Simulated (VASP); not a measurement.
A run of VASP 6.6.1 is set up as follows.

File INCAR:

```
PREC     = Accurate       # precision mode
ENCUT    = 520            # plane-wave cutoff, eV
EDIFF    = 1E-6           # SCF threshold, eV
ISMEAR   = -1             # smearing method
SIGMA    = 0.08           # smearing width, eV
LREAL    = F              # projectors in reciprocal space
LASPH    = T              # aspherical terms in the spheres
NELM     = 60             # most SCF steps
ALGO     = Normal         # electronic algorithm
ISIF     = 2              # what is computed and relaxed
LWAVE    = F              # write WAVECAR
LCHARG   = T              # write CHGCAR
GGA      = CA             # functional
LELF     = T              # ELF
LVHAR    = T            
NBANDS   = 16             # bands
```

The input KPOINTS:

```
regular mesh
0
Gamma
  7 7 7
```

Contents of POSCAR:

```
Rb
1.0
    0.0000000000      4.9108015665      4.9108015665
    4.9108015665      0.0000000000      4.9108015665
    4.9108015665      4.9108015665      0.0000000000
Rb
2
Direct
   -0.1250000000     -0.1250000000     -0.1250000000
    0.1250000000      0.1250000000      0.1250000000
```

Potentials or basis: VASP PAW LDA potentials, release 64 (Rb_sv).

Run with:

```sh
$ cat potpaw_LDA.64/Rb_sv/POTCAR > POTCAR
$ mpirun -np 1 vasp_std > vasp.out
```

(1) Estimate the pressure.

Answers

(1) 0.0 GPa.
